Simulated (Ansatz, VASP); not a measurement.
**Rh in VASP and in Ansatz**

Contents of INCAR:

```
  PREC = Accurate
  ENCUT = 520
  EDIFF = 1E-6
  ISMEAR = 0
  SIGMA = 0.1
  LREAL = F
  LASPH = T
  NELM = 100
  ALGO = Normal
  ISIF = 2
  LWAVE = F
  LCHARG = F
  GGA = PE
  NBANDS = 38
```

KPOINTS

```
regular mesh
0
Gamma
  6 6 4
```

The input POSCAR:

```
Rh
1.0
    2.0453516453     -3.4664917326      0.0000000000
    2.0453516453      3.4664917326      0.0000000000
    0.0000000000      0.0000000000      4.0961446234
Rh
4
Direct
    0.1525000000      0.8475000000      0.0785000000
    0.6525000000      0.3475000000      0.4215000000
    0.8475000000      0.1525000000      0.9215000000
    0.3475000000      0.6525000000      0.5785000000
```

Input for Ansatz:

```yaml
crystal:
  lattice:
    - [2.0453516453, -3.4664917326, 0.0]
    - [2.0453516453, 3.4664917326, 0.0]
    - [0.0, 0.0, 4.0961446234]
  atoms:
    - { symbol: Rh, position: [0.1525, 0.8475, 0.0785] }
    - { symbol: Rh, position: [0.6525, 0.3475, 0.4215] }
    - { symbol: Rh, position: [0.8475, 0.1525, 0.9215] }
    - { symbol: Rh, position: [0.3475, 0.6525, 0.5785] }
basis:
  ecutwfc: 420
kpoints:
  mp_grid: { grid: [6, 6, 4] }
hamiltonian:
  xc: pbe
scf:
  occupations: { method: gaussian, width: 0.1 }
  lower_state_search: "off"
output:
  forces: true
  stress: true
  eigenvalues: true
```

Alike in both runs: task single point; functional PBE; k mesh 6 × 6 × 4; occupations gaussian, width 0.1 eV; no spin polarisation.

|  | VASP | Ansatz |
| --- | --- | --- |
| version | VASP 6.6.1 | Ansatz 0.2.0 |
| potentials or method | VASP PAW PBE potentials, release 64 (Rh_pv), cutoff 520 eV | scalar-relativistic, plane waves, PAW |
| valence electrons in the cell | 60 | 68 |

```csv
,VASP,Ansatz,Ansatz less VASP
gap on the k mesh at the Fermi level (eV),none,none,-
rms of the force components (eV/Å),0.452,0.424,-0.0280
```

Atom by atom the forces differ by 0.044 eV/Å (rms over components). A gap of «none» marks a metal or a gap that the smearing closes. With one functional, cell and mesh, what is left measures potentials, basis and numerics. VASP's potentials hold 60 valence electrons a cell and Ansatz's 68, so a difference there can come from the potentials and not from the codes.

The k mesh is coarse, so the values compare programs but aren't converged.
